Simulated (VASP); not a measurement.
Set up this calculation in VASP 6.6.1, as the native input.

| Property | Result |
| --- | --- |
| Task | single point |
| Functional | PBE |
| Potentials or basis | VASP PAW PBE potentials, release 64 (Te) |
| Cutoff | 520 eV |
| k mesh | 15 × 15 × 15 |
| Occupations | gaussian, width 0.1 eV |
| Spin | no spin polarisation |
| Dipole correction | no |
| Further INCAR settings | ALGO = Normal; EDIFF = 1e-07; NBANDS = 9 |

The structure of Te lies in POSCAR:

```
Te
1.0
    2.4247275935      1.3999171288      1.6259027149
   -2.4247275935      1.3999171288      1.6259027149
    0.0000000000     -2.7998342575      1.6259027149
Te
1
Direct
    0.5000000000      0.5000000000      0.5000000000
```

This cell differs from its parent crystal: strained.

One way to write it, as run:

INCAR

```
SYSTEM = Te
PREC = Accurate
ENCUT = 520
EDIFF = 1E-7
ISMEAR = 0
SIGMA = 0.1
LREAL = .FALSE.
LASPH = .TRUE.
NELM = 100
ALGO = Normal
ISIF = 2
LWAVE = .FALSE.
LCHARG = .FALSE.
GGA = PE
NBANDS = 9
```

KPOINTS

```
regular mesh
0
G
  15 15 15
  0 0 0
```

Potentials or basis: VASP PAW PBE potentials, release 64 (Te).

Run with:

```console
$ cat potpaw_PBE.64/Te/POTCAR > POTCAR
$ mpirun -np 1 vasp_std > vasp.out
```

Results of the run:

| Item | Value |
| --- | --- |
| Pressure | -1.8 GPa |
| Band gap on the k mesh | zero (bands 3 and 4 overlap by 4.28 eV) |

Caveat: the cell differs from its parent crystal (strained); spin-orbit coupling is left out, which moves the levels of the heavy elements.

Wall time 67 s on 1 thread of Intel Xeon 8259CL, on a shared host, peak memory 0.21 GiB.
